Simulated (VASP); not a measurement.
Here is a VASP 6.6.1 calculation.

Contents of INCAR:

```
SYSTEM = CdTe
  ALGO = Normal
  EDIFF = 1E-6
  ENCUT = 520
  GGA = PE
  ISIF = 2
  ISMEAR = -1
  LASPH = .True.
  LCHARG = .False.
  LREAL = .False.
  LWAVE = .False.
  NBANDS = 16
  NELM = 80
  PREC = Accurate
  SIGMA = 0.02
```

KPOINTS

```
k-points
0
Gamma
  6 6 6
  0 0 0
```

The input POSCAR:

```
CdTe
1.0
    0.0000000000      3.4111533208      3.0903071346
    3.4111533208      0.0000000000      3.0903071346
    3.4111533208      3.4111533208      0.0000000000
Cd Te
1 1
Direct
    0.0000000000      0.0000000000      0.0000000000
    0.2500000000      0.2500000000      0.2500000000
```

Potentials or basis: VASP PAW PBE potentials, release 64 (Cd, Te).

Launch:

```bash
$ cat potpaw_PBE.64/Cd/POTCAR potpaw_PBE.64/Te/POTCAR > POTCAR
$ mpirun -np 1 vasp_std > vasp.out
```

**Question.** What does it give for the band gap on the k mesh?

**Answer.** 0.41 eV, direct.

**Question.** What does it give for the pressure?

**Answer.** 0.3 GPa.

Stress tensor (GPa, compression positive):
```
-0.18  0.00  0.00
 0.00 -0.18  0.00
 0.00  0.00  1.15
```

Caveat: the cell differs from its parent crystal (epitaxial xy strain +4.0%); spin-orbit coupling is left out, which moves the levels of the heavy elements.
